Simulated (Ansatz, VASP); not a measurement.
# Two plane-wave programs on Mg2Si

```xyz
3
Lattice="0.0000 3.1634 3.1634 3.1634 0.0000 3.1634 3.1634 3.1634 0.0000" Properties=species:S:1:pos:R:3 pbc="T T T"
Mg    1.5817    1.5817    1.5817
Mg    4.7451    4.7451    4.7451
Si    0.0000    0.0000    0.0000
```

Alike in both runs: functional PBEsol; k mesh 10 × 10 × 10; occupations gaussian, width 0.01 eV; no spin polarisation.

Ansatz relaxed the structure, and its values are those at the end. VASP's run is a single point on that final structure, the one shown.

|  | VASP | Ansatz |
| --- | --- | --- |
| version | VASP 6.6.1 | Ansatz 0.2.0 |
| potentials or method | VASP PAW PBE potentials, release 64 (Mg, Si), cutoff 600 eV | scalar-relativistic, plane waves, PAW |
| valence electrons in the cell | 8 | 24 |

Ansatz gave:

| Item | Value |
| --- | --- |
| gap on the k mesh at the Fermi level (eV) | 0.12 |
| least direct gap on the mesh (eV) | 1.87 |
| pressure (GPa) | 0.0 |

Which values does VASP return?

gap on the k mesh at the Fermi level (eV): 0.11; least direct gap on the mesh (eV): 1.88; pressure (GPa): -0.1.

VASP's potentials were made for PBE, not for PBEsol. With one functional, cell and mesh, what is left measures potentials, basis and numerics. VASP's potentials hold 8 valence electrons a cell and Ansatz's 24, so a difference there can come from the potentials and not from the codes.
